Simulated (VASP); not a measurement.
A run of VASP 6.6.1:

INCAR

```
SYSTEM = KBr
PREC     = Accurate       ! precision mode
ENCUT    = 600            ! plane-wave cutoff, eV
EDIFF    = 1E-6           ! SCF threshold, eV
ISMEAR   = 0              ! smearing method
SIGMA    = 0.02           ! smearing width, eV
LREAL    = .FALSE.        ! projectors in reciprocal space
LASPH    = .TRUE.         ! aspherical terms in the spheres
NELM     = 100            ! most SCF steps
ALGO     = Normal         ! electronic algorithm
ISIF     = 3              ! what is computed and relaxed
LWAVE    = .FALSE.        ! write WAVECAR
LCHARG   = .FALSE.        ! write CHGCAR
GGA      = PE             ! functional
IVDW     = 12             ! dispersion correction
IBRION   = 2              ! ionic algorithm
NSW      = 100            ! ionic steps
EDIFFG   = -0.01          ! ionic threshold
```

File KPOINTS:

```
regular mesh
0
G
  6 6 6
  0 0 0
```

Contents of POSCAR:

```
KBr
1.0
    0.0000000000      3.2945408800      3.2945408800
    3.2945408800      0.0000000000      3.2945408800
    3.2945408800      3.2945408800      0.0000000000
K Br
1 1
Direct
    0.0000000000      0.0000000000      0.0000000000
    0.5000000000      0.5000000000      0.5000000000
```

Potentials or basis: VASP PAW PBE potentials, release 64 (K_sv, Br).

Launch:

```console
$ cat potpaw_PBE.64/K_sv/POTCAR potpaw_PBE.64/Br/POTCAR > POTCAR
$ mpirun -np 1 vasp_std > vasp.out
```

Hardware: 1 thread of Intel(R) Xeon(R) Platinum 8375C CPU @ 2.90GHz (Ice Lake), with other jobs on the host.

How long does it take, and how much memory?

Run time: 32 s on 1 thread of Intel(R) Xeon(R) Platinum 8375C CPU @ 2.90GHz (Ice Lake), on a shared host, peak memory 0.25 GiB. Counts: scf iterations 25, k points 16, ion steps 3.
